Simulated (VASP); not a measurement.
# F (Im-3m) in VASP: a series of runs, part 2 of 2

VASP 6.6.1. The steps go on from the part before.

### 3 Relaxation of cell and atoms, PBEsol

This run uses another cell than the first one, of 13.00 Å³/atom, 3.126 times its volume.

INCAR reads:

```
PREC = Accurate
ENCUT = 600
EDIFF = 1E-6
ISMEAR = -1
SIGMA = 0.1
LREAL = False
LASPH = True
NELM = 100
ALGO = Normal
ISIF = 3
LWAVE = False
LCHARG = False
GGA = PS
IBRION = 2
NSW = 60
EDIFFG = -0.005
```

KPOINTS reads:

```
regular mesh
0
Gamma
  20 20 20
```

POSCAR reads:

```
F
1.0
   -1.4812480342      1.4812480342      1.4812480342
    1.4812480342     -1.4812480342      1.4812480342
    1.4812480342      1.4812480342     -1.4812480342
F
1
Direct
    0.0000000000      0.0000000000      0.0000000000
```

Potentials or basis: VASP PAW PBE potentials, release 64 (F).

The run is started by

```
> cat potpaw_PBE.64/F/POTCAR > POTCAR
> mpirun -np 1 vasp_std > vasp.out
```

OUTCAR:

```text
PREC = Accurate
   ENCUT = 600
   EDIFF = 1E-6
   ISMEAR = -1
   LREAL = False
   LASPH = True
   NELM = 100
   ISIF = 3
   GGA = PS
   IBRION = 2
   NSW = 60
   EDIFFG = -0.005

 ion  position               nearest neighbor table
   1  0.000  0.000  0.000-

  LATTYP: Found a body centered cubic cell.
 ALAT       =     2.9624960684

  Lattice vectors:

 A1 = (  -1.4812480342,   1.4812480342,   1.4812480342)
 A2 = (   1.4812480342,  -1.4812480342,   1.4812480342)
 A3 = (   1.4812480342,   1.4812480342,  -1.4812480342)

Analysis of symmetry for initial positions (statically):
=====================================================================
 Subroutine PRICEL returns:
 Original cell was already a primitive cell.

 Routine SETGRP: Setting up the symmetry group for a
 body centered cubic supercell.

 Subroutine GETGRP returns: Found 48 space group operations
 (whereof 48 operations were pure point group operations)
 out of a pool of 48 trial point group operations.

The static configuration has the point symmetry O_h .

Analysis of symmetry for dynamics (positions and initial velocities):
=====================================================================
 Subroutine PRICEL returns:
[... 160 lines left out ...]
  Direction    XX          YY          ZZ          XY          YZ          ZX
  --------------------------------------------------------------------------------------
  -------------------------------------------------------------------------------------
  Total       -0.7397974     -0.7397974     -0.7397974     -0.0000000     -0.0000000     -0.0000000
  in kB      -91.1758906    -91.1758906    -91.1758906     -0.0000000     -0.0000000     -0.0000000
  external PRESSURE =     -91.1758906 kB  Pullay stress =       0.0000000 kB
[... 22 lines left out ...]
--------------------------------------- Ionic step        2  -------------------------------------------

 number of electron       7.0000009 magnetization

 E-fermi :  -4.6393     XC(G=0):  -9.8064

 val. band max:       -4.6402557540   @ k =  -0.4000  -0.4000   0.0500
 cond. band min:      -4.6375663662   @ k =  -0.3500  -0.4500   0.0500
 fundamental gap:      0.0026893878
 Fermi energy:        -4.6392532651

 k-point     1 :       0.0000    0.0000    0.0000
  band No.  band energies     occupation
      1     -25.5352      2.00000
      2      -4.2868      0.05727
      3      -4.2868      0.05727
      4      -4.2868      0.05727
      5       7.7639      0.00000
      6      29.7541      0.00000
      7      29.7541      0.00000
[... 369 lines left out ...]
--------------------------------------- Ionic step        6  -------------------------------------------

 number of electron       7.0000003 magnetization

 Free energy of the ion-electron system (eV)
  ---------------------------------------------------
  ext. energy  EPLUGINS =         0.00000000
  ---------------------------------------------------
  free energy    TOTEN  =        -1.02468733 eV

  energy without entropy =       -0.95001960  energy(sigma->0) =       -0.98735346

 E-fermi :  -2.5283     XC(G=0): -11.1782

 val. band max:       -2.5297903139   @ k =  -0.3500  -0.4000   0.0500
 cond. band min:      -2.5231156974   @ k =   0.4000   0.2000   0.0000
 fundamental gap:      0.0066746165
 Fermi energy:        -2.5283401444

 k-point     1 :       0.0000    0.0000    0.0000
  band No.  band energies     occupation
      1     -24.8512      2.00000
      2      -2.0001      0.01011
      3      -2.0001      0.01011
      4      -2.0001      0.01011
      5      11.7968      0.00000
      6      34.9283      0.00000
      7      34.9283      0.00000
[... 258 lines left out ...]
  FREE ENERGIE OF THE ION-ELECTRON SYSTEM (eV)
  ---------------------------------------------------
  free  energy   TOTEN  =        -1.0246873255 eV

  energy  without entropy=       -0.9500195955  energy(sigma->0) =       -0.98735346

 reached required accuracy - stopping structural energy minimisation
```

OSZICAR:

```text
N       E                     dE             d eps       ncg     rms          rms(c)
DAV:   1     0.139428098477E+02    0.13943E+02   -0.39743E+03  3787   0.951E+02
DAV:   2    -0.784981156757E+00   -0.14728E+02   -0.14524E+02  4172   0.136E+02
[... 43 lines left out ...]
   5 F= -.10243774E+01 E0= -.98650367E+00  d E =-.168243E+00
       N       E                     dE             d eps       ncg     rms          rms(c)
DAV:   1    -0.103437942002E+01   -0.10002E-01   -0.23944E-01  3584   0.602E+00    0.776E-01
DAV:   2    -0.102540446018E+01    0.89750E-02   -0.27347E-02  3584   0.174E+00    0.220E-01
DAV:   3    -0.102473226639E+01    0.67219E-03   -0.27708E-03  3584   0.559E-01    0.375E-02
DAV:   4    -0.102468672572E+01    0.45541E-04   -0.47677E-05  3584   0.963E-02    0.289E-03
DAV:   5    -0.102468732551E+01   -0.59979E-06   -0.32707E-07  1960   0.768E-03
   6 F= -.10246873E+01 E0= -.98735346E+00  d E =-.168553E+00
```

CONTCAR:

```text
F
   1.00000000000000
    -1.3179471026876799    1.3179471026876799    1.3179471026876799
     1.3179471026876799   -1.3179471026876799    1.3179471026876799
     1.3179471026876799    1.3179471026876799   -1.3179471026876799
  F
     1
Direct
     0.0000000000000000    0.0000000000000000    0.0000000000000000

  0.00000000E+00  0.00000000E+00  0.00000000E+00
```

Wall time 1.9 min (1 thread of Intel Xeon 6975P-C, shared host); peak memory 0.14 GiB.

What came out:

| Property | Result |
| --- | --- |
| Free energy | -1.0247 eV |
| Relaxed volume | 9.16 Å³/atom |
| Relaxed cell | a = 2.283 Å, b = 2.283 Å, c = 2.283 Å, α = 109.47°, β = 109.47°, γ = 109.47° |
| Space group after relaxing (to 0.05 Å) | Im-3m (No. 229) |
| Energy gained by relaxing | 168.6 meV/atom |
| Ionic steps | 6 |
| Pressure after relaxing | 0.0 GPa |

Step by step:
| step | energy change (eV) | largest force (eV/Å) | pressure (GPa) | volume (Å³) |
| --- | --- | --- | --- | --- |
| 1 | 0.0000 | 0.0000 | -9.12 | 13.00 |
| 2 | -0.0764 | 0.0000 | -8.88 | 11.66 |
| 3 | -0.1380 | 0.0000 | 11.34 | 8.19 |
| 4 | -0.1614 | 0.0000 | -3.78 | 9.73 |
| 5 | -0.1682 | 0.0000 | -0.88 | 9.27 |
| 6 | -0.1686 | 0.0000 | 0.03 | 9.16 |

Final structure:
```
CELL_PARAMETERS angstrom
-1.31795 1.31795 1.31795
1.31795 -1.31795 1.31795
1.31795 1.31795 -1.31795
ATOMIC_POSITIONS crystal
F 0.00000 0.00000 0.00000
```

Caveat: the volume moved by over 15 % at a fixed basis, so the end points are rough; the PAW data sets were made with another functional, which shifts forces and pressure a little; an odd number of electrons without spin polarisation forces a metal; a magnetic or distorted state may lie lower.

### 4 Single point, PBEsol (volume scaled by 0.45)

INCAR reads:

```
PREC     = Accurate       # precision mode
ENCUT    = 520            # plane-wave cutoff, eV
EDIFF    = 1E-6           # SCF threshold, eV
ISMEAR   = -1             # smearing method
SIGMA    = 0.1            # smearing width, eV
LREAL    = False          # projectors in reciprocal space
LASPH    = True           # aspherical terms in the spheres
NELM     = 80             # most SCF steps
ALGO     = Normal         # electronic algorithm
ISIF     = 2              # what is computed and relaxed
LWAVE    = False          # write WAVECAR
LCHARG   = False          # write CHGCAR
GGA      = PS             # functional
NBANDS   = 10             # bands
```

KPOINTS reads:

```
Automatic mesh
0
Gamma
  20 20 20
```

POSCAR reads:

```
F
1.0
   -1.0130361610      1.0130361610      1.0130361610
    1.0130361610     -1.0130361610      1.0130361610
    1.0130361610      1.0130361610     -1.0130361610
F
1
Direct
    0.0000000000      0.0000000000      0.0000000000
```

Potentials or basis: VASP PAW PBE potentials, release 64 (F).

The run is started by

```
> cat potpaw_PBE.64/F/POTCAR > POTCAR
> mpirun -np 1 vasp_std > vasp.out
```

OUTCAR:

```text
PREC = Accurate
   ENCUT = 520
   EDIFF = 1E-6
   ISMEAR = -1
   LREAL = False
   LASPH = True
   NELM = 80
   ISIF = 2
   GGA = PS

 ion  position               nearest neighbor table
   1  0.000  0.000  0.000-

  LATTYP: Found a body centered cubic cell.
 ALAT       =     2.0260723220

  Lattice vectors:

 A1 = (  -1.0130361610,   1.0130361610,   1.0130361610)
 A2 = (   1.0130361610,  -1.0130361610,   1.0130361610)
[... 481 lines left out ...]
  band No.  band energies     occupation
      1     -18.1683      2.00000
      2       2.8277      2.00000
      3       8.6141      2.00000
      4      10.7873      0.00080
      5      40.1174      0.00000
      6      45.1200      0.00000
      7      47.3815      0.00000
      8      60.6531      0.00000
      9      70.2106      0.00000
     10      72.3694      0.00000

 [... further k-points ...]
[... 5 lines left out ...]
  --------------------------------------------------------------------------------------
  -------------------------------------------------------------------------------------
  Total       11.0385004     11.0385004     11.0385004     -0.0000000      0.0000000     -0.0000000
  in kB     4252.9064121   4252.9064121   4252.9064121     -0.0000000      0.0000000     -0.0000000
  external PRESSURE =    4252.9064121 kB  Pullay stress =       0.0000000 kB

 VOLUME and BASIS-vectors are now :
 -----------------------------------------------------------------------------
  energy-cutoff  :      520.00
  volume of cell :        4.16
      direct lattice vectors                 reciprocal lattice vectors
    -1.013036161  1.013036161  1.013036161     0.000000000  0.493565797  0.493565797
     1.013036161 -1.013036161  1.013036161     0.493565797  0.000000000  0.493565797
     1.013036161  1.013036161 -1.013036161     0.493565797  0.493565797  0.000000000

 POSITION                                       TOTAL-FORCE (eV/Angst)
 -----------------------------------------------------------------------------------
      0.00000      0.00000      0.00000         0.000000      0.000000     -0.000000
 -----------------------------------------------------------------------------------
    total drift:                               -0.000000     -0.000000      0.000000

  FREE ENERGIE OF THE ION-ELECTRON SYSTEM (eV)
  ---------------------------------------------------
  free  energy   TOTEN  =         2.1319388644 eV

  energy  without entropy=        2.1641131458  energy(sigma->0) =        2.14802601
```

Run time: 4.6 s. Hardware: 1 thread of AMD EPYC 9R45 (Zen 5), shared host; peak memory 0.08 GiB.

Results:

```yaml
Free_energy: 2.1319 eV
Pressure: 425.3 GPa
```

Levels at points of the mesh, in eV from the Fermi level:
```tsv
k point	band 2	band 3	band 4	band 5	band 6	band 7
(0.00, 0.00, 0.00)	1.74	1.74	1.74	28.94	49.38	49.38
(0.50, 0.00, 0.00)	-13.92	-1.97	0.97	26.11	35.09	37.58
(0.50, 0.50, 0.50)	-7.07	-7.07	-7.07	20.05	20.05	51.88
```

Caveat: the cell differs from its parent crystal (volume scaled by 0.45); the PAW data sets were made with another functional, which shifts forces and pressure a little; an odd number of electrons without spin polarisation forces a metal; a magnetic or distorted state may lie lower.

### 5 The runs side by side

| task | spin | cell | cutoff (eV) | gap on the mesh (eV) | pressure (GPa) |
| --- | --- | --- | --- | --- | --- |
| single point | non-collinear, zero start, SOC | a = 1.755 Å, angles 109.5°, 1 atom | 520 | - | 425.2 |
| relaxation of cell and atoms | off | relaxed from a = 2.566 Å, angles 109.5°, 1 atom | 600 | none | 0.0 |
| single point | off | a = 1.755 Å, angles 109.5°, 1 atom | 520 | none | 425.3 |

Alike in all rows: level PBEsol; potentials or basis VASP PAW PBE potentials, release 64 (F); k mesh 20 × 20 × 20; smearing fermi-dirac 0.1 eV.

Caveats: the PAW data sets were made with another functional, which shifts forces and pressure a little; an odd number of electrons without spin polarisation forces a metal (some runs); a magnetic or distorted state may lie lower (some runs); the volume moved by over 15 % at a fixed basis, so the end points are rough (some runs).

Total energies depend on the potentials used, so only differences within one code and one set of settings carry meaning.
